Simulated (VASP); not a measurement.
# TaBi (rocksalt type) (Fm-3m) in VASP: notebook

Runs on TaBi (rocksalt type). Level: LDA. Tasks: single point, relaxation of cell and atoms.

Everything below comes from runs of VASP 6.6.1. Logs are shortened: lines on timing, memory, paths and dates and some standing lists are left out, and cuts for length are marked.

### Step 1. The cell of the first run

It takes space group Fm-3m (No. 225, cubic). The conventional cell has a = 5.701 Å, b = 5.701 Å, c = 5.701 Å, α = 90.00°, β = 90.00°, γ = 90.00°. Within 3.8 Å of Ta (site symmetry m-3m) lie 6 Bi at 2.85 Å. Bi (site symmetry m-3m) has 6 Ta at 2.85 Å within 3.8 Å.

### Step 2. Single point, LDA

Contents of INCAR:

```
SYSTEM = TaBi
PREC = Accurate
ENCUT = 520
EDIFF = 1E-6
ISMEAR = -1
SIGMA = 0.08
LREAL = .False.
LASPH = .True.
NELM = 80
ALGO = Normal
ISIF = 2
LWAVE = .False.
LCHARG = .False.
NBANDS = 20
```

Contents of KPOINTS:

```
Automatic mesh
0
Gamma
  11 11 11
  0 0 0
```

Contents of POSCAR:

```
TaBi
1.0
    0.0000000000      2.8506994206      2.8506994206
    2.8506994206      0.0000000000      2.8506994206
    2.8506994206      2.8506994206      0.0000000000
Ta Bi
1 1
Direct
    0.0000000000      0.0000000000      0.0000000000
    0.5000000000      0.5000000000      0.5000000000
```

Potentials or basis: VASP PAW LDA potentials, release 64 (Ta_pv, Bi_d).

The run is started by

```bash
> cat potpaw_LDA.64/Ta_pv/POTCAR potpaw_LDA.64/Bi_d/POTCAR > POTCAR
> mpirun -np 1 vasp_std > vasp.out
```

OUTCAR:

```text
SYSTEM = TaBi
   PREC = Accurate
   ENCUT = 520
   EDIFF = 1E-6
   ISMEAR = -1
   LREAL = .False.
   LASPH = .True.
   NELM = 80
   ISIF = 2

 ion  position               nearest neighbor table
   1  0.000  0.000  0.000-   2 2.85   2 2.85   2 2.85   2 2.85   2 2.85   2 2.85
   2  0.500  0.500  0.500-   1 2.85   1 2.85   1 2.85   1 2.85   1 2.85   1 2.85

  LATTYP: Found a face centered cubic cell.
 ALAT       =     5.7013988412

  Lattice vectors:

 A1 = (   0.0000000000,   2.8506994206,   2.8506994206)
 A2 = (   2.8506994206,   0.0000000000,   2.8506994206)
 A3 = (   2.8506994206,   2.8506994206,   0.0000000000)

Analysis of symmetry for initial positions (statically):
=====================================================================
 Subroutine PRICEL returns:
 Original cell was already a primitive cell.

 Routine SETGRP: Setting up the symmetry group for a
 face centered cubic supercell.

 Subroutine GETGRP returns: Found 48 space group operations
 (whereof 48 operations were pure point group operations)
 out of a pool of 48 trial point group operations.

The static configuration has the point symmetry O_h .

Analysis of symmetry for dynamics (positions and initial velocities):
=====================================================================
 Subroutine PRICEL returns:
 Original cell was already a primitive cell.

 Routine SETGRP: Setting up the symmetry group for a
 face centered cubic supercell.

 Subroutine GETGRP returns: Found 48 space group operations
 (whereof 48 operations were pure point group operations)
 out of a pool of 48 trial point group operations.

The dynamic configuration has the point symmetry O_h .

 Subroutine INISYM returns: Found 48 space group operations
 (whereof 48 operations are pure point group operations),
 and found     1 'primitive' translations

----------------------------------------------------------------------------------------

                                     Primitive cell

  volume of cell :      46.3323

  direct lattice vectors                    reciprocal lattice vectors
     0.000000000  2.850699421  2.850699421    -0.175395553  0.175395553  0.175395553
     2.850699421  0.000000000  2.850699421     0.175395553 -0.175395553  0.175395553
     2.850699421  2.850699421  0.000000000     0.175395553  0.175395553 -0.175395553

  length of vectors
     4.031497783  4.031497783  4.031497783     0.303794008  0.303794008  0.303794008

  position of ions in fractional coordinates (direct lattice)
     0.000000000  0.000000000  0.000000000
     0.500000000  0.500000000  0.500000000

  ion indices of the primitive-cell ions
   primitive index   ion index
                 1           1
                 2           2

----------------------------------------------------------------------------------------

 KPOINTS: Automatic mesh

Automatic generation of k-mesh.
 Grid dimensions read from file:
 generate k-points for:   11   11   11

 Generating k-lattice:

  Cartesian coordinates                     Fractional coordinates (reciprocal lattice)
    -0.015945050  0.015945050  0.015945050     0.090909091  0.000000000  0.000000000
     0.015945050 -0.015945050  0.015945050     0.000000000  0.090909091  0.000000000
     0.015945050  0.015945050 -0.015945050     0.000000000  0.000000000  0.090909091

  Length of vectors
     0.027617637  0.027617637  0.027617637

  Shift w.r.t. Gamma in fractional coordinates (k-lattice)
     0.000000000  0.000000000  0.000000000

 Subroutine IBZKPT returns following result:
 ===========================================

 Found     56 irreducible k-points:

 Following reciprocal coordinates:
            Coordinates               Weight
  0.000000  0.000000  0.000000      1.000000
  0.090909  0.000000  0.000000      8.000000
  0.181818  0.000000  0.000000      8.000000
  0.272727  0.000000  0.000000      8.000000
  0.363636  0.000000  0.000000      8.000000
  0.454545  0.000000  0.000000      8.000000
[... 16 lines left out ...]
 -0.272727  0.181818  0.000000     24.000000
 -0.181818  0.181818  0.000000     12.000000
 [... further k-points ...]
   k-points           NKPTS =     56   k-points in BZ     NKDIM =     56   number of bands    NBANDS=     20
   number of dos      NEDOS =    301   number of ions     NIONS =      2
   total plane-waves  NPLWV =  27000
   dimension x,y,z NGX =    30 NGY =   30 NGZ =   30
   dimension x,y,z NGXF=    60 NGYF=   60 NGZF=   60
   ions per type =               1   1
   NGX,Y,Z   is equivalent  to a cutoff of  12.37, 12.37, 12.37 a.u.
   NGXF,Y,Z  is equivalent  to a cutoff of  24.74, 24.74, 24.74 a.u.
 SYSTEM =  TaBi
   PREC   = accura    normal or accurate (medium, high low for compatibility)
   ISTART =      0    job   : 0-new  1-cont  2-samecut
   ICHARG =      2    charge: 1-file 2-atom 10-const
   ISPIN  =      1    spin polarized calculation?
   LNONCOLLINEAR =      F non collinear calculations
   LSORBIT =      F    spin-orbit coupling
   LASPH  =      T    aspherical Exc in radial PAW
   ENCUT  =  520.0 eV  38.22 Ry    6.18 a.u.   7.50  7.50  7.50*2*pi/ulx,y,z
   NELM   =     80;   NELMIN=  2; NELMDL= -5     # of ELM steps
   EDIFF  = 0.1E-05   stopping-criterion for ELM
   LREAL  =      F    real-space projection
   EDIFFG = 0.1E-04   stopping-criterion for IOM
   NSW    =      0    number of steps for IOM
   IBRION =     -1    ionic relax: 0-MD 1-quasi-New 2-CG
   NFREE  =      0    steps in history (QN), initial steepest desc. (CG)
   ISIF   =      2    stress and relaxation
   ISYM   =      2    0-nonsym 1-usesym 2-fastsym
   POTIM  = 0.5000    time-step for ionic-motion
   TEBEG  =    0.0;   TEEND  =   0.0 temperature during run
   PSTRESS=    0.0 pullay stress
   NELECT =      26.0000    total number of electrons
   NUPDOWN=      -1.0000    fix difference up-down
   EMIN   =  10.00;   EMAX   =-10.00  energy-range for DOS
   EFERMI =   0.00;   METHOD = LEGACY
   ISMEAR =    -1;   SIGMA  =   0.08  broadening in eV -4-tet -1-fermi 0-gaus
   EFERMI_NEDOS =   21; number of points for ismear=-14 and -15
   IALGO  =     38    algorithm
   IMIX   =      4    mixing-type and parameters
     AMIX     =   0.40;   BMIX     =  1.00
     AMIX_MAG =   1.60;   BMIX_MAG =  1.00
  volume/ion in A,a.u.               =      23.17       156.33
  Fermi-wavevector in a.u.,A,eV,Ry     =   1.350324  2.551742 24.808507  1.823374
  Thomas-Fermi vector in A             =   2.477838
   LORBIT       =      0    0 simple, 1 ext, 2 COOP (PROOUT), +10 PAW based schemes
   GGA     = CA    functional components
   LHFCALC =     F    Hartree Fock is set to
   AEXX    =    0.0000 exact exchange contribution
   IVDW    =     0    specifies the selected vdW correction
   LEPSILON=     F    determine dielectric tensor
   LRPA    =     F    only Hartree local field effects (RPA)
 non-spin polarized calculation
  energy-cutoff  :      520.00
  volume of cell :       46.33
 maximum number of plane-waves:      1267
 NGX is ok and might be reduce to    30
   NGX = 15   NGY = 15   NGZ = 15

 number of electron      25.9999993 magnetization

 Free energy of the ion-electron system (eV)
  ---------------------------------------------------
  ext. energy  EPLUGINS =         0.00000000
  ---------------------------------------------------
  free energy    TOTEN  =       -15.33600022 eV

  energy without entropy =      -15.28535221  energy(sigma->0) =      -15.31067621

 E-fermi :   8.2146     XC(G=0): -11.6653

 val. band max:        8.1945794092   @ k =   0.4545   0.0909   0.0000
 cond. band min:       8.2201673698   @ k =  -0.2727   0.2727   0.0000
 fundamental gap:      0.0255879606
 Fermi energy:         8.2146336240

 k-point     1 :       0.0000    0.0000    0.0000
  band No.  band energies     occupation
      1     -26.9917      2.00000
      2     -26.9917      2.00000
      3     -26.9917      2.00000
      4     -14.9540      2.00000
      5     -14.9540      2.00000
      6     -14.8399      2.00000
[... 12 lines left out ...]
     19      14.1823      0.00000
     20      18.6408      0.00000

 k-point     2 :       0.0909    0.0000    0.0000
  band No.  band energies     occupation
      1     -26.9961      2.00000
      2     -26.9930      2.00000
      3     -26.9930      2.00000
      4     -14.9486      2.00000
      5     -14.9486      2.00000
      6     -14.8384      2.00000
[... 12 lines left out ...]
     19      14.4330      0.00000
     20      17.7469      0.00000

 k-point     3 :       0.1818    0.0000    0.0000
  band No.  band energies     occupation
      1     -27.0078      2.00000
      2     -26.9966      2.00000
      3     -26.9966      2.00000
      4     -14.9342      2.00000
      5     -14.9342      2.00000
      6     -14.8343      2.00000
[... 12 lines left out ...]
     19      15.0230      0.00000
     20      16.8789      0.00000

 k-point     4 :       0.2727    0.0000    0.0000
  band No.  band energies     occupation
      1     -27.0231      2.00000
      2     -27.0012      2.00000
      3     -27.0012      2.00000
      4     -14.9156      2.00000
      5     -14.9156      2.00000
      6     -14.8290      2.00000
[... 12 lines left out ...]
     19      16.3820      0.00000
     20      16.3870      0.00000

 k-point     5 :       0.3636    0.0000    0.0000
  band No.  band energies     occupation
      1     -27.0372      2.00000
      2     -27.0055      2.00000
      3     -27.0055      2.00000
      4     -14.8988      2.00000
      5     -14.8988      2.00000
      6     -14.8240      2.00000
[... 12 lines left out ...]
     19      15.5256      0.00000
     20      15.5256      0.00000
[... 353 lines left out ...]
      6     -14.8217      2.00000
[... 12 lines left out ...]
     19      16.3974      0.00000
     20      17.2964      0.00000

 k-point    22 :      -0.3636    0.1818    0.0000
  band No.  band energies     occupation
      1     -27.0385      2.00000
      2     -27.0129      2.00000
      3     -27.0092      2.00000
      4     -14.9162      2.00000
      5     -14.8856      2.00000
      6     -14.8170      2.00000
[... 12 lines left out ...]
     19      16.4510      0.00000
     20      16.9441      0.00000

 k-point    23 :      -0.2727    0.1818    0.0000
  band No.  band energies     occupation
      1     -27.0329      2.00000
      2     -27.0087      2.00000
      3     -27.0068      2.00000
      4     -14.9242      2.00000
      5     -14.8884      2.00000
      6     -14.8224      2.00000
[... 12 lines left out ...]
     19      15.9576      0.00000
     20      16.0779      0.00000

 k-point    24 :      -0.1818    0.1818    0.0000
  band No.  band energies     occupation
      1     -27.0243      2.00000
      2     -27.0032      2.00000
      3     -27.0032      2.00000
      4     -14.9311      2.00000
      5     -14.9004      2.00000
      6     -14.8293      2.00000
[... 12 lines left out ...]
     19      15.5405      0.00000
     20      15.9898      0.00000

 [... further k-points ...]
[... 5 lines left out ...]
  --------------------------------------------------------------------------------------
  -------------------------------------------------------------------------------------
  Total        0.0810052      0.0810052      0.0810052     -0.0000000     -0.0000000     -0.0000000
  in kB        2.8011688      2.8011688      2.8011688     -0.0000000     -0.0000000     -0.0000000
  external PRESSURE =       2.8011688 kB  Pullay stress =       0.0000000 kB

 VOLUME and BASIS-vectors are now :
 -----------------------------------------------------------------------------
  energy-cutoff  :      520.00
  volume of cell :       46.33
      direct lattice vectors                 reciprocal lattice vectors
     0.000000000  2.850699421  2.850699421    -0.175395553  0.175395553  0.175395553
     2.850699421  0.000000000  2.850699421     0.175395553 -0.175395553  0.175395553
     2.850699421  2.850699421  0.000000000     0.175395553  0.175395553 -0.175395553

 POSITION                                       TOTAL-FORCE (eV/Angst)
 -----------------------------------------------------------------------------------
      0.00000      0.00000      0.00000         0.000000     -0.000000     -0.000000
      2.85070      2.85070      2.85070        -0.000000      0.000000      0.000000
 -----------------------------------------------------------------------------------
    total drift:                                0.000000      0.000000      0.000000

  FREE ENERGIE OF THE ION-ELECTRON SYSTEM (eV)
  ---------------------------------------------------
  free  energy   TOTEN  =       -15.3360002161 eV

  energy  without entropy=      -15.2853522067  energy(sigma->0) =      -15.31067621
```

Run time: 32 s. Hardware: 1 thread of Intel Xeon Platinum 8259CL at 2.50GHz (Skylake/Cascade Lake), shared host; peak memory 0.18 GiB.

Results:

```yaml
Free_energy: -15.3360 eV
Pressure: 0.3 GPa
Band_gap_on_the_k_mesh: zero (band 13 reaches 8.53 eV, above the bottom of band 14 at 7.49 eV)
```

Levels at points of the mesh, in eV from the Fermi level:
| k point | band 10 | band 11 | band 12 | band 13 | band 14 | band 15 | band 16 | band 17 |
| --- | --- | --- | --- | --- | --- | --- | --- | --- |
| (0.00, 0.00, 0.00) | -1.04 | -1.04 | -1.04 | -0.28 | -0.28 | 0.80 | 0.80 | 0.80 |

Caveat: spin-orbit coupling is left out, which moves the levels of the heavy elements.

(Part 1 of 2 ends here.)
